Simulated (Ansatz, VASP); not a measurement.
## Two plane-wave programs on SnH2

```xyz
3
Lattice="1.6396 -3.0851 0.0000 1.6396 3.0851 0.0000 0.0000 0.0000 5.5942" Properties=species:S:1:pos:R:3 pbc="T T T"
Sn    0.0000    0.0000    2.7971
H     1.6396    0.0000    1.6257
H     1.6396    0.0000    3.9685
```

Alike in both runs: task relaxation of cell and atoms; functional PBE; k mesh 16 × 16 × 8; occupations gaussian, width 0.1 eV; no spin polarisation.

```csv
,VASP,Ansatz
version,VASP 6.6.1,Ansatz 0.2.0
potentials or method,"VASP PAW PBE potentials, release 64 (Sn_d, H), cutoff 600 eV","scalar-relativistic, plane waves, PAW"
valence electrons in the cell,16,16
```

|  | VASP | Ansatz | Ansatz less VASP |
| --- | --- | --- | --- |
| gap on the k mesh at the Fermi level, each at its own relaxed structure (eV) | none | none | - |
| relaxed volume (Å³/atom) | 18.86 | 18.86 | 0.000 |
| relaxed length of the cell vector where the two differ most in proportion (Å) | 5.594 | 5.594 | 0.0000 |

A gap of «none» marks a metal or a gap that the smearing closes.

Noted on VASP's run: the relaxation stopped at its first step, so nothing moved.
